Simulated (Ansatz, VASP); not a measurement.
# Mo: VASP beside Ansatz

```
CELL_PARAMETERS angstrom
5.10688 0.00000 0.00000
0.00000 5.10688 0.00000
0.00000 0.00000 5.10688
ATOMIC_POSITIONS crystal
Mo 0.00000 0.00000 0.00000
Mo 0.50000 0.50000 0.50000
Mo 0.25000 0.00000 0.50000
Mo 0.75000 0.00000 0.50000
Mo 0.50000 0.25000 0.00000
Mo 0.50000 0.75000 0.00000
Mo 0.00000 0.50000 0.25000
Mo 0.00000 0.50000 0.75000
```

Alike in both runs: functional BLYP; k mesh 5 × 5 × 5; occupations fermi-dirac, width 0.1 eV; no spin polarisation.

Ansatz relaxed the structure, and its values are those at the end. VASP's run is a single point on that final structure, the one shown.

|  | VASP | Ansatz |
| --- | --- | --- |
| version | VASP 6.6.1 | Ansatz 0.2.0 |
| potentials or method | VASP PAW PBE potentials, release 64 (Mo_sv), cutoff 520 eV | plane waves (420 eV) with PAW, scalar-relativistic |
| valence electrons in the cell | 112 | 112 |

|  | VASP | Ansatz | Ansatz less VASP |
| --- | --- | --- | --- |
| pressure (GPa) | 0.9 | 0.0 | -0.87 |

VASP's potentials were made for PBE, not for BLYP. With one functional, cell and mesh, what is left measures potentials, basis and numerics.
